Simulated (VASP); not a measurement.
# BaTe (P4/mmm) in VASP: notebook

BaTe is run at these levels: PBE; tasks: single point.

Program: VASP 6.6.1. These are calculated values, not measurements. Logs are shortened: lines on timing, memory, paths and dates and some standing lists are left out, and cuts for length are marked.

### 1 The cell of the first run

Symmetry: P4/mmm, No. 123, tetragonal system. The conventional cell has a = 4.262 Å, b = 4.262 Å, c = 4.476 Å, α = 90.00°, β = 90.00°, γ = 90.00°. Ba (site symmetry 4/mmm) has 8 Te at 3.75 Å and 6 Ba at 4.26 to 4.48 Å within 4.9 Å. Te (site symmetry 4/mmm) has 8 Ba at 3.75 Å and 6 Te at 4.26 to 4.48 Å within 4.9 Å.

### 2 Single point, PBE (strain +0.000 along x and y, +0.050 along z)

Contents of INCAR:

```
ALGO = Normal
EDIFF = 1E-6
ENCUT = 520
GGA = PE
ISIF = 2
ISMEAR = 0
LASPH = T
LCHARG = F
LREAL = F
LWAVE = F
NBANDS = 15
NELM = 80
PREC = Accurate
SIGMA = 0.05
```

Contents of KPOINTS:

```
k-points
0
Gamma
  6 6 6
```

Contents of POSCAR:

```
BaTe
1.0
    4.2624660000      0.0000000000      0.0000000000
    0.0000000000      4.2624660000      0.0000000000
    0.0000000000      0.0000000000      4.4755893000
Ba Te
1 1
Direct
    0.0000000000      0.0000000000      0.0000000000
    0.5000000000      0.5000000000      0.5000000000
```

Potentials or basis: VASP PAW PBE potentials, release 64 (Ba_sv, Te).

Command:

```console
cat potpaw_PBE.64/Ba_sv/POTCAR potpaw_PBE.64/Te/POTCAR > POTCAR
mpirun -np 1 vasp_std > vasp.out
```

OUTCAR:

```text
EDIFF = 1E-6
   ENCUT = 520
   GGA = PE
   ISIF = 2
   ISMEAR = 0
   LASPH = T
   LREAL = F
   NELM = 80
   PREC = Accurate

 ion  position               nearest neighbor table
   1  0.000  0.000  0.000-   2 3.75   2 3.75   2 3.75   2 3.75   2 3.75   2 3.75   2 3.75   2 3.75

   2  0.500  0.500  0.500-   1 3.75   1 3.75   1 3.75   1 3.75   1 3.75   1 3.75   1 3.75   1 3.75

  LATTYP: Found a simple tetragonal cell.
 ALAT       =     4.2624660000
 C/A-ratio  =     1.0500000000

  Lattice vectors:

 A1 = (   4.2624660000,   0.0000000000,   0.0000000000)
 A2 = (   0.0000000000,   4.2624660000,   0.0000000000)
 A3 = (   0.0000000000,   0.0000000000,   4.4755893000)

Analysis of symmetry for initial positions (statically):
=====================================================================
 Subroutine PRICEL returns:
 Original cell was already a primitive cell.

 Routine SETGRP: Setting up the symmetry group for a
 simple tetragonal supercell.

 Subroutine GETGRP returns: Found 16 space group operations
 (whereof 16 operations were pure point group operations)
 out of a pool of 16 trial point group operations.

The static configuration has the point symmetry D_4h.

Analysis of symmetry for dynamics (positions and initial velocities):
=====================================================================
 Subroutine PRICEL returns:
 Original cell was already a primitive cell.

 Routine SETGRP: Setting up the symmetry group for a
 simple tetragonal supercell.

 Subroutine GETGRP returns: Found 16 space group operations
 (whereof 16 operations were pure point group operations)
 out of a pool of 16 trial point group operations.

The dynamic configuration has the point symmetry D_4h.

 Subroutine INISYM returns: Found 16 space group operations
 (whereof 16 operations are pure point group operations),
 and found     1 'primitive' translations

----------------------------------------------------------------------------------------

                                     Primitive cell

  volume of cell :      81.3153

  direct lattice vectors                    reciprocal lattice vectors
     4.262466000  0.000000000  0.000000000     0.234605977  0.000000000  0.000000000
     0.000000000  4.262466000  0.000000000     0.000000000  0.234605977  0.000000000
     0.000000000  0.000000000  4.475589300     0.000000000  0.000000000  0.223434264

  length of vectors
     4.262466000  4.262466000  4.475589300     0.234605977  0.234605977  0.223434264

  position of ions in fractional coordinates (direct lattice)
     0.000000000  0.000000000  0.000000000
     0.500000000  0.500000000  0.500000000
[... 84 lines left out ...]
   ISYM   =      2    0-nonsym 1-usesym 2-fastsym
   POTIM  = 0.5000    time-step for ionic-motion
   TEBEG  =    0.0;   TEEND  =   0.0 temperature during run
   PSTRESS=    0.0 pullay stress
   NELECT =      16.0000    total number of electrons
   NUPDOWN=      -1.0000    fix difference up-down
   EMIN   =  10.00;   EMAX   =-10.00  energy-range for DOS
   EFERMI =   0.00;   METHOD = LEGACY
   ISMEAR =     0;   SIGMA  =   0.05  broadening in eV -4-tet -1-fermi 0-gaus
   EFERMI_NEDOS =   21; number of points for ismear=-14 and -15
   IALGO  =     38    algorithm
   IMIX   =      4    mixing-type and parameters
     AMIX     =   0.40;   BMIX     =  1.00
     AMIX_MAG =   1.60;   BMIX_MAG =  1.00
  volume/ion in A,a.u.               =      40.66       274.37
  Fermi-wavevector in a.u.,A,eV,Ry     =   0.952191  1.799380 12.335966  0.906668
  Thomas-Fermi vector in A             =   2.080731
   LORBIT       =      0    0 simple, 1 ext, 2 COOP (PROOUT), +10 PAW based schemes
   GGA     = PE    functional components
   LHFCALC =     F    Hartree Fock is set to
   AEXX    =    0.0000 exact exchange contribution
   IVDW    =     0    specifies the selected vdW correction
   LEPSILON=     F    determine dielectric tensor
   LRPA    =     F    only Hartree local field effects (RPA)
 non-spin polarized calculation
 Gauss-broadening in eV      SIGMA  =   0.05
  energy-cutoff  :      520.00
  volume of cell :       81.32
 maximum number of plane-waves:      2208
 NGX is ok and might be reduce to    32
   NGX = 15   NGY = 15   NGZ = 17

 number of electron      16.0000000 magnetization

 Free energy of the ion-electron system (eV)
  ---------------------------------------------------
  ext. energy  EPLUGINS =         0.00000000
  ---------------------------------------------------
  free energy    TOTEN  =        -8.24527573 eV

  energy without entropy =       -8.24527573  energy(sigma->0) =       -8.24527573

 E-fermi :   3.8428     XC(G=0):  -8.5839

 val. band max:        3.5821324340   @ k =   0.5000   0.0000   0.5000
 cond. band min:       4.2779966548   @ k =   0.0000   0.0000   0.0000
 fundamental gap:      0.6958642208
 Fermi energy:         3.8427700257

 k-point     1 :       0.0000    0.0000    0.0000
  band No.  band energies     occupation
      1     -24.7761      2.00000
      2      -9.8241      2.00000
      3      -9.8020      2.00000
      4      -9.8020      2.00000
      5      -6.7612      2.00000
      6       2.8265      2.00000
      7       3.2214      2.00000
      8       3.2214      2.00000
      9       4.2780      0.00000
     10       4.3487      0.00000
     11       5.6017      0.00000
     12       7.7810      0.00000
     13       7.7810      0.00000
     14       8.0605      0.00000
[... 401 lines left out ...]
      2     -10.1917      2.00000
      3      -9.9669      2.00000
      4      -9.7418      2.00000
      5      -6.2369      2.00000
      6       1.0628      2.00000
      7       1.7139      2.00000
      8       3.3466      2.00000
      9       4.8163      0.00000
     10       6.3648      0.00000
     11       6.8640      0.00000
     12       6.8910      0.00000
     13       8.2023      0.00000
     14       9.8379      0.00000
     15      10.7208      0.00000

 [... further k-points ...]
[... 5 lines left out ...]
  --------------------------------------------------------------------------------------
  -------------------------------------------------------------------------------------
  Total       -0.1204975     -0.1204975     -1.7891238      0.0000000      0.0000000      0.0000000
  in kB       -2.3741962     -2.3741962    -35.2516042      0.0000000      0.0000000      0.0000000
  external PRESSURE =     -13.3333322 kB  Pullay stress =       0.0000000 kB

 VOLUME and BASIS-vectors are now :
 -----------------------------------------------------------------------------
  energy-cutoff  :      520.00
  volume of cell :       81.32
      direct lattice vectors                 reciprocal lattice vectors
     4.262466000  0.000000000  0.000000000     0.234605977  0.000000000  0.000000000
     0.000000000  4.262466000  0.000000000     0.000000000  0.234605977  0.000000000
     0.000000000  0.000000000  4.475589300     0.000000000  0.000000000  0.223434264

 POSITION                                       TOTAL-FORCE (eV/Angst)
 -----------------------------------------------------------------------------------
      0.00000      0.00000      0.00000         0.000000      0.000000      0.000000
      2.13123      2.13123      2.23779         0.000000      0.000000      0.000000
 -----------------------------------------------------------------------------------
    total drift:                                0.000000      0.000000     -0.000000

  FREE ENERGIE OF THE ION-ELECTRON SYSTEM (eV)
  ---------------------------------------------------
  free  energy   TOTEN  =        -8.2452757282 eV

  energy  without entropy=       -8.2452757282  energy(sigma->0) =       -8.24527573
```

It took 43 s on 1 thread of Intel Xeon 8259CL, shared host; peak memory 0.21 GiB.

Results:

```
Free energy            : -8.2453 eV
Pressure               : -1.3 GPa
Band gap on the k mesh : 0.70 eV (least direct gap 0.82 eV)
```

Caveat: the cell differs from its parent crystal (strain +0.000 along x and y, +0.050 along z); semilocal functionals underestimate gaps, and a narrow one can read as zero; spin-orbit coupling is left out, which moves the levels of the heavy elements. A k mesh can miss the band edges.

### 3 Single point, PBE (strain +0.050 along x and y, +0.000 along z)

Contents of INCAR:

```
ALGO = Normal
EDIFF = 1E-6
ENCUT = 520
GGA = PE
ISIF = 2
ISMEAR = 0
LASPH = True
LCHARG = True
LELF = True
LREAL = False
LVHAR = True
LWAVE = False
NBANDS = 15
NELM = 80
PREC = Accurate
SIGMA = 0.05
```

KPOINTS is that of step 2.

Contents of POSCAR:

```
BaTe
1.0
    4.4755893000      0.0000000000      0.0000000000
    0.0000000000      4.4755893000      0.0000000000
    0.0000000000      0.0000000000      4.2624660000
Ba Te
1 1
Direct
    0.0000000000      0.0000000000      0.0000000000
    0.5000000000      0.5000000000      0.5000000000
```

Potentials or basis: VASP PAW PBE potentials, release 64 (Ba_sv, Te).

Command:

```console
cat potpaw_PBE.64/Ba_sv/POTCAR potpaw_PBE.64/Te/POTCAR > POTCAR
mpirun -np 1 vasp_std > vasp.out
```

Wall time 57 s (1 thread of Intel Xeon 8259CL, shared host); peak memory 0.23 GiB.

It converged, with:

| Item | Value |
| --- | --- |
| Free energy | -8.1962 eV |
| Pressure | -2.4 GPa |
| Band gap on the k mesh | 0.66 eV |

Stress tensor (GPa, compression positive):
```
-3.49  0.00  0.00
 0.00 -3.49  0.00
 0.00  0.00 -0.32
```

Levels at points of the mesh, in eV from the valence-band top:
```tsv
k point	band 5	band 6	band 7	band 8	band 9	band 10	band 11	band 12
(0.00, 0.00, 0.00)	-10.31	-0.73	-0.73	-0.33	0.69	0.73	1.69	3.88
(0.50, 0.00, 0.00)	-9.81	-3.29	-1.15	-0.67	1.35	4.15	4.15	4.45
(0.50, 0.50, 0.00)	-9.90	-2.13	-2.13	0.00	0.66	2.45	2.91	2.91
(0.00, 0.00, 0.50)	-9.74	-3.25	-1.06	-1.06	1.56	4.21	4.30	4.52
(0.50, 0.00, 0.50)	-9.81	-2.17	-2.04	-0.33	0.90	2.00	2.42	2.64
(0.50, 0.50, 0.50)	-9.56	-2.76	-2.74	-2.74	4.15	4.15	4.29	5.33
```

Caveat: the cell differs from its parent crystal (strain +0.050 along x and y, +0.000 along z); semilocal functionals underestimate gaps, and a narrow one can read as zero; spin-orbit coupling is left out, which moves the levels of the heavy elements. A k mesh can miss the band edges.
